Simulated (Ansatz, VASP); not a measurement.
**TiO in VASP and in Ansatz**

```xyz
2
Lattice="0.0000 2.3342 2.3342 2.3342 0.0000 2.3342 2.3342 2.3342 0.0000" Properties=species:S:1:pos:R:3 pbc="T T T"
Ti    0.0000    0.0000    0.0000
O     1.1671    1.1671    1.1671
```

Alike in both runs: functional r2SCAN; k mesh 16 × 16 × 16; occupations gaussian, width 0.1 eV; no spin polarisation; Hubbard terms Ti d U = 4.0 eV.

Ansatz relaxed the structure, and its values are those at the end. VASP's run is a single point on that final structure, the one shown.

|  | VASP | Ansatz |
| --- | --- | --- |
| version | VASP 6.6.1 | Ansatz 0.2.0 |
| potentials or method | VASP PAW PBE potentials, release 64 (Ti_sv, O), cutoff 520 eV | scalar-relativistic, plane waves, PAW |
| valence electrons in the cell | 18 | 18 |

|  | VASP | Ansatz | Ansatz less VASP |
| --- | --- | --- | --- |
| gap on the k mesh at the Fermi level (eV) | none | none | - |
| pressure (GPa) | 2.3 | 0.0 | -2.33 |

VASP's potentials were made for PBE, not for r2SCAN. The programs project onto different local orbitals, so the same U acts differently, and such runs can settle in different states. A gap of «none» marks a metal or a gap that the smearing closes. Ansatz's warnings: filled band counts differ across k points.
